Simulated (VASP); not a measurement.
# Ir (Fm-3m) in VASP: settings compared

Ir is run at these levels: PBEsol, LDA; tasks: single point.

All numbers are computed with VASP 6.6.1; they aren't measurements. Logs are shortened: lines on timing, memory, paths and dates and some standing lists are left out, and cuts for length are marked.

## 1. The cell of the first run

It takes space group Fm-3m (No. 225, cubic). The conventional cell has a = 3.798 Å, b = 3.798 Å, c = 3.798 Å, α = 90.00°, β = 90.00°, γ = 90.00°. Ir (site symmetry m-3m) has 12 Ir at 2.69 Å within 3.5 Å.

## 2. Single point, PBEsol

File INCAR:

```
ALGO = Normal
EDIFF = 1E-7
ENCUT = 520
GGA = PS
ISIF = 2
ISMEAR = -1
LASPH = T
LCHARG = F
LREAL = F
LWAVE = F
NBANDS = 10
NELM = 60
PREC = Accurate
SIGMA = 0.05
```

File KPOINTS:

```
k-points
0
Gamma
  12 12 12
```

File POSCAR:

```
Ir
1.0
    0.0000000000      1.8990385317      1.8990385317
    1.8990385317      0.0000000000      1.8990385317
    1.8990385317      1.8990385317      0.0000000000
Ir
1
Direct
    0.0000000000      0.0000000000      0.0000000000
```

Potentials or basis: VASP PAW PBE potentials, release 64 (Ir).

Run with:

```console
$ cat potpaw_PBE.64/Ir/POTCAR > POTCAR
$ mpirun -np 1 vasp_std > vasp.out
```

OUTCAR:

```text
EDIFF = 1E-7
   ENCUT = 520
   GGA = PS
   ISIF = 2
   ISMEAR = -1
   LASPH = T
   LREAL = F
   NELM = 60
   PREC = Accurate

 ion  position               nearest neighbor table
   1  0.000  0.000  0.000-

  LATTYP: Found a face centered cubic cell.
 ALAT       =     3.7980770634

  Lattice vectors:

 A1 = (   0.0000000000,   1.8990385317,   1.8990385317)
 A2 = (   1.8990385317,   0.0000000000,   1.8990385317)
 A3 = (   1.8990385317,   1.8990385317,   0.0000000000)

Analysis of symmetry for initial positions (statically):
[... 5 lines left out ...]
 face centered cubic supercell.

 Subroutine GETGRP returns: Found 48 space group operations
 (whereof 48 operations were pure point group operations)
 out of a pool of 48 trial point group operations.

The static configuration has the point symmetry O_h .

Analysis of symmetry for dynamics (positions and initial velocities):
[... 5 lines left out ...]
 face centered cubic supercell.

 Subroutine GETGRP returns: Found 48 space group operations
 (whereof 48 operations were pure point group operations)
 out of a pool of 48 trial point group operations.

The dynamic configuration has the point symmetry O_h .

 Subroutine INISYM returns: Found 48 space group operations
 (whereof 48 operations are pure point group operations),
 and found     1 'primitive' translations

----------------------------------------------------------------------------------------

                                     Primitive cell

  volume of cell :      13.6972

  direct lattice vectors                    reciprocal lattice vectors
     0.000000000  1.899038532  1.899038532    -0.263291130  0.263291130  0.263291130
     1.899038532  0.000000000  1.899038532     0.263291130 -0.263291130  0.263291130
     1.899038532  1.899038532  0.000000000     0.263291130  0.263291130 -0.263291130

  length of vectors
     2.685646047  2.685646047  2.685646047     0.456033613  0.456033613  0.456033613

  position of ions in fractional coordinates (direct lattice)
     0.000000000  0.000000000  0.000000000

  ion indices of the primitive-cell ions
   primitive index   ion index
                 1           1

----------------------------------------------------------------------------------------

 KPOINTS: k-points

Automatic generation of k-mesh.
 Grid dimensions read from file:
 generate k-points for:   12   12   12

 Generating k-lattice:

  Cartesian coordinates                     Fractional coordinates (reciprocal lattice)
    -0.021940927  0.021940927  0.021940927     0.083333333  0.000000000  0.000000000
     0.021940927 -0.021940927  0.021940927     0.000000000  0.083333333  0.000000000
     0.021940927  0.021940927 -0.021940927     0.000000000  0.000000000  0.083333333

  Length of vectors
     0.038002801  0.038002801  0.038002801

  Shift w.r.t. Gamma in fractional coordinates (k-lattice)
     0.000000000  0.000000000  0.000000000

 Subroutine IBZKPT returns following result:
 ===========================================

 Found     72 irreducible k-points:

 Following reciprocal coordinates:
            Coordinates               Weight
  0.000000  0.000000  0.000000      1.000000
  0.083333  0.000000  0.000000      8.000000
  0.166667  0.000000  0.000000      8.000000
  0.250000  0.000000  0.000000      8.000000
  0.333333  0.000000  0.000000      8.000000
  0.416667  0.000000  0.000000      8.000000
[... 16 lines left out ...]
  0.500000  0.166667  0.000000     24.000000
 -0.416667  0.166667  0.000000     24.000000
 [... further k-points ...]
   k-points           NKPTS =     72   k-points in BZ     NKDIM =     72   number of bands    NBANDS=     10
   number of dos      NEDOS =    301   number of ions     NIONS =      1
   total plane-waves  NPLWV =   8000
   dimension x,y,z NGX =    20 NGY =   20 NGZ =   20
   dimension x,y,z NGXF=    40 NGYF=   40 NGZF=   40
   ions per type =               1
   NGX,Y,Z   is equivalent  to a cutoff of  12.38, 12.38, 12.38 a.u.
   NGXF,Y,Z  is equivalent  to a cutoff of  24.76, 24.76, 24.76 a.u.
 SYSTEM =  unknown system
   PREC   = accura    normal or accurate (medium, high low for compatibility)
   ISTART =      0    job   : 0-new  1-cont  2-samecut
   ICHARG =      2    charge: 1-file 2-atom 10-const
   ISPIN  =      1    spin polarized calculation?
   LNONCOLLINEAR =      F non collinear calculations
   LSORBIT =      F    spin-orbit coupling
   LASPH  =      T    aspherical Exc in radial PAW
   ENCUT  =  520.0 eV  38.22 Ry    6.18 a.u.   4.99  4.99  4.99*2*pi/ulx,y,z
   NELM   =     60;   NELMIN=  2; NELMDL= -5     # of ELM steps
   EDIFF  = 0.1E-06   stopping-criterion for ELM
   LREAL  =      F    real-space projection
   EDIFFG = 0.1E-05   stopping-criterion for IOM
   NSW    =      0    number of steps for IOM
   IBRION =     -1    ionic relax: 0-MD 1-quasi-New 2-CG
   NFREE  =      0    steps in history (QN), initial steepest desc. (CG)
   ISIF   =      2    stress and relaxation
   ISYM   =      2    0-nonsym 1-usesym 2-fastsym
   POTIM  = 0.5000    time-step for ionic-motion
   TEBEG  =    0.0;   TEEND  =   0.0 temperature during run
   PSTRESS=    0.0 pullay stress
   NELECT =       9.0000    total number of electrons
   NUPDOWN=      -1.0000    fix difference up-down
   EMIN   =  10.00;   EMAX   =-10.00  energy-range for DOS
[... 5 lines left out ...]
     AMIX     =   0.40;   BMIX     =  1.00
     AMIX_MAG =   1.60;   BMIX_MAG =  1.00
  volume/ion in A,a.u.               =      13.70        92.43
  Fermi-wavevector in a.u.,A,eV,Ry     =   1.423241  2.689536 27.560179  2.025616
  Thomas-Fermi vector in A             =   2.543860
   LORBIT       =      0    0 simple, 1 ext, 2 COOP (PROOUT), +10 PAW based schemes
   GGA     = PS    functional components
   LHFCALC =     F    Hartree Fock is set to
   AEXX    =    0.0000 exact exchange contribution
   IVDW    =     0    specifies the selected vdW correction
   LEPSILON=     F    determine dielectric tensor
   LRPA    =     F    only Hartree local field effects (RPA)
 non-spin polarized calculation
  energy-cutoff  :      520.00
  volume of cell :       13.70
 maximum number of plane-waves:       380
   NGX =  9   NGY =  9   NGZ =  9

 number of electron       9.0000001 magnetization

 Free energy of the ion-electron system (eV)
  ---------------------------------------------------
  ext. energy  EPLUGINS =         0.00000000
  ---------------------------------------------------
  free energy    TOTEN  =        -9.82794345 eV

  energy without entropy =       -9.82340200  energy(sigma->0) =       -9.82567273

 E-fermi :  10.8580     XC(G=0): -14.2927

 val. band max:       10.8322758885   @ k =   0.3333   0.0833   0.0000
 cond. band min:      10.8580684952   @ k =  -0.2500   0.0833   0.0000
 fundamental gap:      0.0257926067
 Fermi energy:        10.8579806207

 k-point     1 :       0.0000    0.0000    0.0000
  band No.  band energies     occupation
      1      -0.7268      2.00000
      2       6.7149      2.00000
      3       6.7149      2.00000
      4       6.7149      2.00000
      5       9.5696      2.00000
      6       9.5696      2.00000
      7      25.0713      0.00000
      8      30.8356      0.00000
      9      30.8356      0.00000
     10      30.8356      0.00000

 k-point     2 :       0.0833    0.0000    0.0000
  band No.  band energies     occupation
      1      -0.4095      2.00000
      2       6.5462      2.00000
      3       6.8514      2.00000
      4       6.8514      2.00000
      5       9.4823      2.00000
      6       9.4823      2.00000
      7      25.6229      0.00000
      8      29.3649      0.00000
      9      31.3665      0.00000
     10      31.3665      0.00000

 k-point     3 :       0.1667    0.0000    0.0000
  band No.  band energies     occupation
      1       0.4584      2.00000
      2       6.2080      2.00000
      3       7.1290      2.00000
      4       7.1290      2.00000
      5       9.3965      2.00000
      6       9.3965      2.00000
      7      26.7129      0.00000
      8      27.2835      0.00000
      9      32.8509      0.00000
     10      32.8509      0.00000

 k-point     4 :       0.2500    0.0000    0.0000
  band No.  band energies     occupation
      1       1.5417      2.00000
      2       6.1794      2.00000
      3       7.1814      2.00000
      4       7.1814      2.00000
      5       9.7491      2.00000
      6       9.7491      2.00000
      7      24.6907      0.00000
      8      27.7753      0.00000
      9      34.8799      0.00000
     10      34.8804      0.00000

 k-point     5 :       0.3333    0.0000    0.0000
  band No.  band energies     occupation
      1       2.2090      2.00000
      2       6.9460      2.00000
      3       6.9460      2.00000
      4       7.1170      2.00000
      5      10.5815      1.99210
      6      10.5815      1.99210
      7      22.2995      0.00000
      8      26.4185      0.00000
      9      33.8119      0.00000
     10      33.8119      0.00000

 k-point     6 :       0.4167    0.0000    0.0000
  band No.  band energies     occupation
      1       2.3353      2.00000
      2       6.7010      2.00000
      3       6.7010      2.00000
      4       8.8643      2.00000
      5      11.4207      0.00003
      6      11.4207      0.00003
      7      19.7320      0.00000
      8      25.0525      0.00000
      9      31.6691      0.00000
     10      31.6691      0.00000

 k-point     7 :       0.5000    0.0000    0.0000
  band No.  band energies     occupation
      1       2.3245      2.00000
      2       6.6053      2.00000
      3       6.6053      2.00000
      4       9.9154      2.00000
      5      11.7771      0.00000
      6      11.7771      0.00000
      7      18.3820      0.00000
      8      24.6041      0.00000
      9      30.8604      0.00000
     10      30.8604      0.00000

 k-point     8 :       0.0833    0.0833    0.0000
  band No.  band energies     occupation
      1      -0.3026      2.00000
      2       6.3872      2.00000
      3       6.9592      2.00000
      4       6.9592      2.00000
      5       9.1885      2.00000
      6       9.6975      2.00000
      7      25.8188      0.00000
      8      29.7861      0.00000
      9      31.0129      0.00000
     10      31.0129      0.00000

 k-point     9 :       0.1667    0.0833    0.0000
  band No.  band energies     occupation
      1       0.3908      2.00000
      2       6.0285      2.00000
      3       7.2407      2.00000
      4       7.2642      2.00000
      5       8.8640      2.00000
      6       9.8019      2.00000
      7      26.9386      0.00000
      8      28.0513      0.00000
      9      31.5787      0.00000
     10      32.2216      0.00000
[... 118 lines left out ...]
 k-point    19 :       0.1667    0.1667    0.0000
  band No.  band energies     occupation
      1       0.8704      2.00000
      2       5.5809      2.00000
      3       7.6786      2.00000
      4       7.6786      2.00000
      5       8.2783      2.00000
      6      10.0581      2.00000
      7      27.8349      0.00000
      8      28.8987      0.00000
      9      30.9945      0.00000
     10      30.9945      0.00000

 k-point    20 :       0.2500    0.1667    0.0000
  band No.  band energies     occupation
      1       1.7705      2.00000
      2       5.1736      2.00000
      3       7.4246      2.00000
      4       8.0676      2.00000
      5       8.7258      2.00000
      6      10.3777      1.99987
      7      27.4182      0.00000
      8      29.1100      0.00000
      9      30.7398      0.00000
     10      31.3716      0.00000

 k-point    21 :       0.3333    0.1667    0.0000
  band No.  band energies     occupation
      1       2.7293      2.00000
      2       5.1383      2.00000
      3       6.7784      2.00000
      4       8.0877      2.00000
      5      10.1241      2.00000
      6      11.0192      0.07657
      7      24.7955      0.00000
      8      28.5315      0.00000
      9      30.2011      0.00000
     10      31.9912      0.00000

 k-point    22 :       0.4167    0.1667    0.0000
  band No.  band energies     occupation
      1       3.1582      2.00000
      2       5.7439      2.00000
      3       6.4782      2.00000
      4       7.8448      2.00000
      5      11.6919      0.00000
      6      12.0089      0.00000
      7      21.5400      0.00000
      8      27.1510      0.00000
      9      29.4670      0.00000
     10      31.6872      0.00000

 k-point    23 :       0.5000    0.1667    0.0000
  band No.  band energies     occupation
      1       3.2324      2.00000
      2       5.7723      2.00000
      3       7.3038      2.00000
      4       7.5925      2.00000
      5      11.8620      0.00000
      6      14.0942      0.00000
      7      18.6215      0.00000
      8      26.3940      0.00000
      9      29.4513      0.00000
     10      30.0303      0.00000

 k-point    24 :      -0.4167    0.1667    0.0000
  band No.  band energies     occupation
      1       3.3067      2.00000
      2       5.7980      2.00000
      3       7.4738      2.00000
      4       7.6558      2.00000
      5      11.2999      0.00029
      6      14.7081      0.00000
      7      18.3205      0.00000
      8      26.2474      0.00000
      9      28.6418      0.00000
     10      30.7270      0.00000

 [... further k-points ...]
[... 5 lines left out ...]
  --------------------------------------------------------------------------------------
  -------------------------------------------------------------------------------------
  Total        0.9596932      0.9596932      0.9596932      0.0000000      0.0000000      0.0000000
  in kB      112.2565444    112.2565444    112.2565444      0.0000000      0.0000000      0.0000000
  external PRESSURE =     112.2565444 kB  Pullay stress =       0.0000000 kB

 VOLUME and BASIS-vectors are now :
 -----------------------------------------------------------------------------
  energy-cutoff  :      520.00
  volume of cell :       13.70
      direct lattice vectors                 reciprocal lattice vectors
     0.000000000  1.899038532  1.899038532    -0.263291130  0.263291130  0.263291130
     1.899038532  0.000000000  1.899038532     0.263291130 -0.263291130  0.263291130
     1.899038532  1.899038532  0.000000000     0.263291130  0.263291130 -0.263291130

 POSITION                                       TOTAL-FORCE (eV/Angst)
 -----------------------------------------------------------------------------------
      0.00000      0.00000      0.00000         0.000000      0.000000      0.000000
 -----------------------------------------------------------------------------------
    total drift:                                0.000000      0.000000      0.000000

  FREE ENERGIE OF THE ION-ELECTRON SYSTEM (eV)
  ---------------------------------------------------
  free  energy   TOTEN  =        -9.8279434523 eV

  energy  without entropy=       -9.8234020033  energy(sigma->0) =       -9.82567273
```

Wall time 4.3 s (1 thread of Intel Xeon 6975P-C (Granite Rapids), shared host); peak memory 0.13 GiB.

Results:

```
Free energy : -9.8279 eV
Pressure    : 11.2 GPa
```

Levels at points of the mesh, in eV from the Fermi level:
| k point | band 2 | band 3 | band 4 | band 5 | band 6 | band 7 |
| --- | --- | --- | --- | --- | --- | --- |
| (0.00, 0.00, 0.00) | -4.14 | -4.14 | -4.14 | -1.29 | -1.29 | 14.21 |
| (0.50, 0.00, 0.00) | -4.25 | -4.25 | -0.94 | 0.92 | 0.92 | 7.52 |
| (0.50, 0.50, 0.00) | -7.77 | 0.90 | 1.53 | 1.53 | 1.61 | 10.87 |

Caveat: the PAW data sets were made with another functional, which shifts forces and pressure a little; spin-orbit coupling is left out, which moves the levels of the heavy elements.

## 3. Single point, PBEsol

This run uses another cell than the first one, of 13.40 Å³/atom, 0.979 times its volume.

File INCAR:

```
PREC = Accurate ; ENCUT = 520
EDIFF = 1E-7 ; ISMEAR = -1
SIGMA = 0.05 ; LREAL = F
LASPH = T ; NELM = 60
ALGO = Normal ; ISIF = 2
LWAVE = F ; LCHARG = F
GGA = PS ; NBANDS = 10
```

File KPOINTS:

```
regular mesh
0
Gamma
  12 12 12
```

File POSCAR:

```
Ir
1.0
    0.0000000000      1.8853822143      1.8853822143
    1.8853822143      0.0000000000      1.8853822143
    1.8853822143      1.8853822143      0.0000000000
Ir
1
Direct
    0.0000000000      0.0000000000      0.0000000000
```

Potentials or basis: VASP PAW PBE potentials, release 64 (Ir).

Run with:

```console
$ cat potpaw_PBE.64/Ir/POTCAR > POTCAR
$ mpirun -np 1 vasp_std > vasp.out
```

It took 4.3 s on 1 thread of Intel Xeon 6975P-C (Granite Rapids), shared host; peak memory 0.13 GiB.

Results (log left out):

* Free energy: -9.7981 eV
* Pressure: 21.4 GPa

Levels at points of the mesh, in eV from the Fermi level:
```
           k point  band 2  band 3  band 4  band 5  band 6  band 7
(0.00, 0.00, 0.00)   -4.29   -4.29   -4.29   -1.33   -1.33   14.16
(0.50, 0.00, 0.00)   -4.40   -4.40   -1.00    0.96    0.96    7.76
(0.50, 0.50, 0.00)   -8.03    0.93    1.59    1.59    1.61   11.19
```

Caveat: the PAW data sets were made with another functional, which shifts forces and pressure a little; spin-orbit coupling is left out, which moves the levels of the heavy elements.

(Part 1 of 3 ends here.)
